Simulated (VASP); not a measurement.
Here is a VASP 6.6.1 calculation.

The input INCAR:

```
ALGO = Normal
EDIFF = 1E-6
ENCUT = 520
GGA = PS
ISIF = 2
ISMEAR = 0
LASPH = True
LCHARG = True
LELF = True
LREAL = False
LVHAR = True
LWAVE = False
NBANDS = 33
NELM = 60
PREC = Accurate
SIGMA = 0.05
```

Contents of KPOINTS:

```
k-points
0
Gamma
  6 6 10
```

POSCAR

```
TiO2
1.0
    4.5912476203      0.0114781191      0.0000000000
    0.0114781191      4.5912476203      0.0000000000
    0.0000000000      0.0000000000      2.9389940195
Ti O
2 4
Direct
    0.0000000000      0.0000000000      0.0000000000
    0.5000000000      0.5000000000      0.5000000000
    0.3044387440      0.3044387440      0.0000000000
    0.1955612560      0.8044387440      0.5000000000
    0.6955612560      0.6955612560      0.0000000000
    0.8044387440      0.1955612560      0.5000000000
```

Potentials or basis: VASP PAW PBE potentials, release 64 (Ti_sv, O).

Run with:

```sh
$ cat potpaw_PBE.64/Ti_sv/POTCAR potpaw_PBE.64/O/POTCAR > POTCAR
$ mpirun -np 1 vasp_std > vasp.out
```

Task: What does it give for the pressure?

Result: 0.6 GPa.

Task: What does it give for the largest force?

Result: 0.033 eV/Å.

Task: Predict the band gap on the k mesh.

Result: 1.84 eV, direct.

Stress tensor (GPa, compression positive):
```
 0.54 -1.16  0.00
-1.16  0.54  0.00
 0.00  0.00  0.84
```

Caveat: the cell differs from its parent crystal (strain +0.0050 x Voigt [0, 0, 0, 0, 0, 1]); the PAW data sets were made with another functional, which shifts forces and pressure a little. A k mesh can miss the band edges.
